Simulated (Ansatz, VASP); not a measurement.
# One calculation of Fe, two programs

```xyz
1
Lattice="-1.3947 1.3947 1.3947 1.3947 -1.3947 1.3947 1.3947 1.3947 -1.3947" Properties=species:S:1:pos:R:3 pbc="T T T"
Fe    0.0000    0.0000    0.0000
```

Alike in both runs: functional PBEsol; k mesh 22 × 22 × 22; occupations methfessel-paxton of order 1, width 0.1 eV; collinear spin.

Ansatz relaxed the structure, and its values are those at the end. VASP's run is a single point on that final structure, the one shown.

|  | VASP | Ansatz |
| --- | --- | --- |
| version | VASP 6.6.1 | Ansatz 0.2.0 |
| potentials or method | VASP PAW PBE potentials, release 64 (Fe) | scalar-relativistic, plane waves, PAW |
| plane-wave cutoff (eV) | 520 | 420 |
| valence electrons in the cell | 8 | 16 |

Ansatz gave:

| Item | Value |
| --- | --- |
| gap on the k mesh at the Fermi level (eV) | none |
| pressure (GPa) | 0.0 |
| net moment per atom (μB) | 2.13 |
| size of the moment on the site where the two differ most (μB) | 2.16 |

Task: Which values does VASP return?

Result: gap on the k mesh at the Fermi level (eV): none; pressure (GPa): -0.2; net moment per atom (μB): 2.14; size of the moment on the site where the two differ most (μB): 2.12.

VASP's potentials were made for PBE, not for PBEsol. Site moments also hang on the region over which each program counts them. A gap of «none» marks a metal or a gap that the smearing closes. The functional is the same, so the differences come from potentials, cutoffs and numerics. VASP's potentials hold 8 valence electrons a cell and Ansatz's 16, so a difference there can come from the potentials and not from the codes.
